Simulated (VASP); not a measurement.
Here is a VASP 6.6.1 calculation.

File INCAR:

```
ALGO = Fast
EDIFF = 1E-7
ENCUT = 520
GGA = PS
ISIF = 2
ISMEAR = 0
LASPH = T
LCHARG = F
LREAL = F
LWAVE = F
NBANDS = 34
NELM = 80
PREC = Accurate
SIGMA = 0.1
```

KPOINTS

```
k-points
0
Gamma
  6 6 4
```

Contents of POSCAR:

```
Sc2Al
1.0
    4.8926114005      0.0000000000      0.0000000000
   -2.4463057002      4.2371257637      0.0000000000
    0.0000000000      0.0000000000      6.1614205700
Sc Al
4 2
Direct
    0.0000000000      0.0000000000      0.0000000000
    0.0000000000      0.0000000000      0.5000000000
    0.3333333333      0.6666666667      0.7500000000
    0.6666666667      0.3333333333      0.2500000000
    0.3333333333      0.6666666667      0.2500000000
    0.6666666667      0.3333333333      0.7500000000
```

Potentials or basis: VASP PAW PBE potentials, release 64 (Sc_sv, Al).

The run is started by

```sh
$ cat potpaw_PBE.64/Sc_sv/POTCAR potpaw_PBE.64/Al/POTCAR > POTCAR
$ mpirun -np 1 vasp_std > vasp.out
```

Problem. Estimate the band gap on the k mesh.

Solution. Zero (band 25 reaches 5.08 eV, above the bottom of band 26 at 4.36 eV).

Problem. Predict the pressure.

Solution. -2.0 GPa.

Stress tensor (GPa, compression positive):
```
-1.87  0.00  0.00
 0.00 -1.87  0.00
 0.00  0.00 -2.21
```

Caveat: the PAW data sets were made with another functional, which shifts forces and pressure a little.
